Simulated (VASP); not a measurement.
# Si (Fm-3m) in VASP: a series of runs, part 2 of 2

VASP 6.6.1. The steps go on from the part before.

**3. Single point, PBEsol (volume scaled by 1.12)**

The input, INCAR:

```
SYSTEM = Si
PREC = Accurate
ENCUT = 520
EDIFF = 1E-6
ISMEAR = -1
SIGMA = 0.1
LREAL = .False.
LASPH = .True.
NELM = 100
ALGO = Normal
ISIF = 2
LWAVE = .False.
LCHARG = .True.
GGA = PS
LELF = .True.
LVHAR = .True.
NBANDS = 8
```

The input, KPOINTS:

```
regular mesh
0
Gamma
  16 16 16
  0 0 0
```

The input, POSCAR:

```
Si
1.0
    0.0000000000      1.9878817404      1.9878817404
    1.9878817404      0.0000000000      1.9878817404
    1.9878817404      1.9878817404      0.0000000000
Si
1
Direct
    0.0000000000      0.0000000000      0.0000000000
```

Potentials or basis: VASP PAW PBE potentials, release 64 (Si).

Started as:

```bash
$ cat potpaw_PBE.64/Si/POTCAR > POTCAR
$ mpirun -np 1 vasp_std > vasp.out
```

OUTCAR:

```text
SYSTEM = Si
   PREC = Accurate
   ENCUT = 520
   EDIFF = 1E-6
   ISMEAR = -1
   LREAL = .False.
   LASPH = .True.
   NELM = 100
   ISIF = 2
   GGA = PS

 ion  position               nearest neighbor table
   1  0.000  0.000  0.000-

  LATTYP: Found a face centered cubic cell.
 ALAT       =     3.9757634808

  Lattice vectors:

 A1 = (   0.0000000000,   1.9878817404,   1.9878817404)
 A2 = (   1.9878817404,   0.0000000000,   1.9878817404)
 A3 = (   1.9878817404,   1.9878817404,   0.0000000000)

Analysis of symmetry for initial positions (statically):
=====================================================================
 Subroutine PRICEL returns:
 Original cell was already a primitive cell.

 Routine SETGRP: Setting up the symmetry group for a
 face centered cubic supercell.

 Subroutine GETGRP returns: Found 48 space group operations
[... 9 lines left out ...]

 Routine SETGRP: Setting up the symmetry group for a
 face centered cubic supercell.

 Subroutine GETGRP returns: Found 48 space group operations
 (whereof 48 operations were pure point group operations)
 out of a pool of 48 trial point group operations.

[... 141 lines left out ...]
  ---------------------------------------------------
  free energy    TOTEN  =        -5.30236906 eV

  energy without entropy =       -5.28431770  energy(sigma->0) =       -5.29334338

 E-fermi :   9.0793     XC(G=0): -10.9191

 val. band max:        9.0784191175   @ k =   0.4375   0.3125   0.0000
 cond. band min:       9.0800361384   @ k =  -0.4375   0.4375   0.1250
 fundamental gap:      0.0016170209
 Fermi energy:         9.0792670457

 k-point     1 :       0.0000    0.0000    0.0000
  band No.  band energies     occupation
      1      -4.6452      2.00000
      2      19.2360      0.00000
      3      19.2360      0.00000
      4      19.2360      0.00000
      5      20.6815      0.00000
      6      20.6815      0.00000
      7      20.6815      0.00000
      8      25.8165      0.00000
[... 243 lines left out ...]
 k-point    24 :      -0.0625    0.0625    0.0000
  band No.  band energies     occupation
      1      -4.3588      2.00000
      2      16.8677      0.00000
      3      16.9284      0.00000
      4      19.2886      0.00000
      5      20.9583      0.00000
      6      21.6502      0.00000
      7      22.5129      0.00000
      8      25.4052      0.00000

 [... further k-points ...]
[... 5 lines left out ...]
  --------------------------------------------------------------------------------------
  -------------------------------------------------------------------------------------
  Total       -0.7865662     -0.7865662     -0.7865662     -0.0000000      0.0000000     -0.0000000
  in kB      -80.2128989    -80.2128989    -80.2128989     -0.0000000      0.0000000     -0.0000000
  external PRESSURE =     -80.2128989 kB  Pullay stress =       0.0000000 kB

 VOLUME and BASIS-vectors are now :
 -----------------------------------------------------------------------------
  energy-cutoff  :      520.00
  volume of cell :       15.71
      direct lattice vectors                 reciprocal lattice vectors
     0.000000000  1.987881740  1.987881740    -0.251524017  0.251524017  0.251524017
     1.987881740  0.000000000  1.987881740     0.251524017 -0.251524017  0.251524017
     1.987881740  1.987881740  0.000000000     0.251524017  0.251524017 -0.251524017

 POSITION                                       TOTAL-FORCE (eV/Angst)
 -----------------------------------------------------------------------------------
      0.00000      0.00000      0.00000         0.000000      0.000000      0.000000
 -----------------------------------------------------------------------------------
    total drift:                                0.000000     -0.000000     -0.000000

  FREE ENERGIE OF THE ION-ELECTRON SYSTEM (eV)
  ---------------------------------------------------
  free  energy   TOTEN  =        -5.3023690551 eV

  energy  without entropy=       -5.2843176961  energy(sigma->0) =       -5.29334338
```

OSZICAR:

```text
N       E                     dE             d eps       ncg     rms          rms(c)
DAV:   1    -0.294781395211E+01   -0.29478E+01   -0.16829E+03  2448   0.373E+02
DAV:   2    -0.531137539740E+01   -0.23636E+01   -0.22711E+01  3568   0.295E+01
DAV:   3    -0.532542580636E+01   -0.14050E-01   -0.14042E-01  2616   0.234E+00
DAV:   4    -0.532544271196E+01   -0.16906E-04   -0.16906E-04  4008   0.879E-02
DAV:   5    -0.532544272259E+01   -0.10631E-07   -0.95633E-08  2608   0.830E-04    0.236E+00
DAV:   6    -0.531043967320E+01    0.15003E-01   -0.54553E-03  2728   0.307E-01    0.129E+00
DAV:   7    -0.530240097124E+01    0.80387E-02   -0.10193E-02  2728   0.418E-01    0.116E-01
DAV:   8    -0.530236880787E+01    0.32163E-04   -0.31286E-05  3632   0.439E-02    0.164E-02
DAV:   9    -0.530236905507E+01   -0.24720E-06   -0.28562E-07  2816   0.310E-03
   1 F= -.53023691E+01 E0= -.52933434E+01  d E =-.180514E-01
```

Wall time 8.1 s (1 thread of Intel Xeon 6975P-C, shared host); peak memory 0.14 GiB.

Results:

| Quantity | Value |
| --- | --- |
| Free energy | -5.3024 eV |
| Pressure | -8.0 GPa |
| Band gap on the k mesh | zero (band 2 reaches 19.24 eV, above the bottom of band 3 at 6.22 eV) |

Levels at points of the mesh, in eV from the Fermi level:
| k point | band 1 | band 2 | band 3 | band 4 | band 5 | band 6 | band 7 |
| --- | --- | --- | --- | --- | --- | --- | --- |
| (0.00, 0.00, 0.00) | -13.72 | 10.16 | 10.16 | 10.16 | 11.60 | 11.60 | 11.60 |
| (0.50, 0.00, 0.00) | -7.40 | -6.46 | 7.82 | 7.82 | 10.59 | 10.59 | 12.40 |
| (0.50, 0.50, 0.00) | -4.98 | -4.52 | 2.94 | 2.94 | 4.52 | 6.31 | 23.44 |

Caveat: the cell differs from its parent crystal (volume scaled by 1.12); the PAW data sets were made with another functional, which shifts forces and pressure a little.

**4. Relaxation of cell and atoms, PBEsol**

This run uses another cell than the first one, of 15.02 Å³/atom, 0.991 times its volume.

The input, INCAR:

```
PREC = Accurate
ENCUT = 600
EDIFF = 1E-6
ISMEAR = -1
SIGMA = 0.1
LREAL = False
LASPH = True
NELM = 80
ALGO = Normal
ISIF = 3
LWAVE = False
LCHARG = False
GGA = PS
IBRION = 2
NSW = 80
EDIFFG = -0.01
```

The input, KPOINTS:

```
regular mesh
0
Gamma
  14 14 14
```

The input, POSCAR:

```
Si
1.0
    0.0000000000      1.9581061854      1.9581061854
    1.9581061854      0.0000000000      1.9581061854
    1.9581061854      1.9581061854      0.0000000000
Si
1
Direct
    0.0000000000      0.0000000000      0.0000000000
```

Started as:

```bash
$ cat potpaw_PBE.64/Si/POTCAR > POTCAR
$ mpirun -np 1 vasp_std > vasp.out
```

Run time: 8.8 s. Hardware: 1 thread of Intel Xeon 6975P-C, shared host; peak memory 0.14 GiB.

It converged, with:

```yaml
Free_energy: -5.3460 eV
Relaxed_volume: 14.04 Å³/atom
Relaxed_cell: a = 2.708 Å, b = 2.708 Å, c = 2.708 Å, α = 60.00°, β = 60.00°, γ = 60.00°
Space_group_after_relaxing_to_0.05_Å: Fm-3m (No. 225)
Energy_gained_by_relaxing: 16.9 meV/atom
Ionic_steps: 3
Pressure_after_relaxing: 0.0 GPa
Band_gap_on_the_k_mesh: zero (band 2 reaches 22.01 eV, above the bottom of band 3 at 7.62 eV)
```

The path:
| step | energy change (eV) | largest force (eV/Å) | pressure (GPa) | volume (Å³) |
| --- | --- | --- | --- | --- |
| 1 | 0.0000 | 0.0000 | -5.28 | 15.02 |
| 2 | -0.0168 | 0.0000 | 0.51 | 13.97 |
| 3 | -0.0169 | 0.0000 | 0.01 | 14.04 |

Final structure:
```
CELL_PARAMETERS angstrom
0.00000 1.91491 1.91491
1.91491 0.00000 1.91491
1.91491 1.91491 0.00000
ATOMIC_POSITIONS crystal
Si 0.00000 0.00000 0.00000
```

Levels at points of the mesh, in eV from the Fermi level:
```csv
k point,band 1,band 2,band 3,band 4,band 5,band 6
"(0.00, 0.00, 0.00)",-14.75,11.48,11.48,11.48,12.03,12.03
"(0.50, 0.00, 0.00)",-7.70,-7.17,8.82,8.82,10.92,10.92
"(0.50, 0.50, 0.00)",-5.52,-4.54,3.26,3.26,4.33,6.96
```

Caveat: the PAW data sets were made with another functional, which shifts forces and pressure a little.

**5. Single point, PBEsol**

This run uses another cell than the first one, of 14.03 Å³/atom, 0.926 times its volume.

The input, INCAR:

```
  PREC = Accurate
  ENCUT = 520
  EDIFF = 1E-6
  ISMEAR = -1
  SIGMA = 0.1
  LREAL = False
  LASPH = True
  NELM = 100
  ALGO = Normal
  ISIF = 2
  LWAVE = False
  LCHARG = False
  GGA = PS
  NBANDS = 8
```

The input, KPOINTS:

```
Automatic mesh
0
Gamma
  23 23 23
```

The input, POSCAR:

```
Si
1.0
    0.0000000000      1.9141877693      1.9141877693
    1.9141877693      0.0000000000      1.9141877693
    1.9141877693      1.9141877693      0.0000000000
Si
1
Direct
    0.0000000000      0.0000000000      0.0000000000
```

Started as:

```bash
$ cat potpaw_PBE.64/Si/POTCAR > POTCAR
$ mpirun -np 1 vasp_std > vasp.out
```

Wall time 16 s (1 thread of Intel Xeon 6975P-C, shared host); peak memory 0.14 GiB.

The run converged. Its results:

- Free energy: -5.3491 eV
- Pressure: 0.4 GPa
- Band gap on the k mesh: zero (band 2 reaches 22.04 eV, above the bottom of band 3 at 7.45 eV)

Levels at points of the mesh, in eV from the Fermi level:
| k point | band 1 | band 2 | band 3 | band 4 | band 5 |
| --- | --- | --- | --- | --- | --- |
| (0.00, 0.00, 0.00) | -14.76 | 11.49 | 11.49 | 11.49 | 12.03 |

Caveat: the PAW data sets were made with another functional, which shifts forces and pressure a little.

**6. The runs side by side**

| task | cell | k mesh | cutoff (eV) | gap on the mesh (eV) | pressure (GPa) |
| --- | --- | --- | --- | --- | --- |
| single point | a = 2.777 Å, angles 60.0°, 1 atom | 16 × 16 × 16 | 520 | none | -5.8 |
| single point | a = 2.811 Å, angles 60.0°, 1 atom | 16 × 16 × 16 | 520 | none | -8.0 |
| relaxation of cell and atoms | relaxed from a = 2.769 Å, angles 60.0°, 1 atom | 14 × 14 × 14 | 600 | none | 0.0 |
| single point | a = 2.707 Å, angles 60.0°, 1 atom | 23 × 23 × 23 | 520 | none | 0.4 |

Alike in all rows: level PBEsol; potentials or basis VASP PAW PBE potentials, release 64 (Si); no spin polarisation; smearing fermi-dirac 0.1 eV.

Caveats: the PAW data sets were made with another functional, which shifts forces and pressure a little.

Total energies depend on the potentials used, so only differences within one code and one set of settings carry meaning.
